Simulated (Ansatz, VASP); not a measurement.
## Two plane-wave programs on ZnS

The input INCAR:

```
SYSTEM = ZnS
ALGO = Normal
EDIFF = 1E-6
ENCUT = 520
GGA = RP
ISIF = 2
ISMEAR = -1
IVDW = 13
LASPH = .True.
LCHARG = .True.
LELF = .True.
LREAL = .False.
LVHAR = .True.
LWAVE = .False.
NBANDS = 26
NELM = 60
PREC = Accurate
SIGMA = 0.05
```

File KPOINTS:

```
k-points
0
Gamma
  8 8 5
  0 0 0
```

The input POSCAR:

```
ZnS
1.0
    3.8362391461      0.0000000000      0.0000000000
   -1.9181195731      3.3222805555      0.0000000000
    0.0000000000      0.0000000000      6.2752859714
Zn S
2 2
Direct
    0.6666666667      0.3333333333      0.5000000000
    0.3333333333      0.6666666667      0.0000000000
    0.6666666667      0.3333333333      0.8850000000
    0.3333333333      0.6666666667      0.3850000000
```

Contents of input.yaml:

```yaml
crystal:
  lattice:
    - [3.8362391461, 0.0, 0.0]
    - [-1.9181195731, 3.3222805555, 0.0]
    - [0.0, 0.0, 6.2752859714]
  atoms:
    - { symbol: Zn, position: [0.6666666667, 0.3333333333, 0.5] }
    - { symbol: Zn, position: [0.3333333333, 0.6666666667, 0.0] }
    - { symbol: S, position: [0.6666666667, 0.3333333333, 0.885] }
    - { symbol: S, position: [0.3333333333, 0.6666666667, 0.385] }
hamiltonian:
  xc: rpbe
  pseudopotentials: { kind: paw }
  dispersion: d4
kpoints:
  mp_grid: { grid: [8, 8, 5] }
scf:
  occupations: { method: fermi_dirac, width: 0.05 }
output:
  forces: true
  stress: true
  eigenvalues: true
  write_density: true
  write_potential: true
  elf: true
  volumetric_format: npy
```

Alike in both runs: task single point; functional RPBE; dispersion D4; k mesh 8 × 8 × 5; occupations fermi-dirac, width 0.05 eV; no spin polarisation.

```csv
,VASP,Ansatz
version,VASP 6.6.1,Ansatz 0.2.0
potentials or method,"VASP PAW PBE potentials, release 64 (Zn, S)",Ansatz PAW
plane-wave cutoff (eV),520,420
valence electrons in the cell,36,36
```

VASP gave:

| Item | Value |
| --- | --- |
| gap on the k mesh at the Fermi level (eV) | 2.33 |
| least direct gap on the mesh (eV) | 2.33 |
| pressure (GPa) | -2.2 |
| traceless stress, the component that is largest in VASP (GPa) | -1.37 |
| rms of the force components (eV/Å) | 0.175 |

Question: Which values does Ansatz return?

Answer: gap on the k mesh at the Fermi level (eV): 2.33; least direct gap on the mesh (eV): 2.33; pressure (GPa): -2.3; traceless stress, the component that is largest in VASP (GPa): -1.36; rms of the force components (eV/Å): 0.172.

VASP's potentials were made for PBE, not for RPBE. Atom by atom the forces differ by 0.003 eV/Å (rms over components).

Noted on Ansatz's run: odd divisions of the mesh miss points on the zone boundary, where band edges often lie, so the gap on the mesh can be too wide.
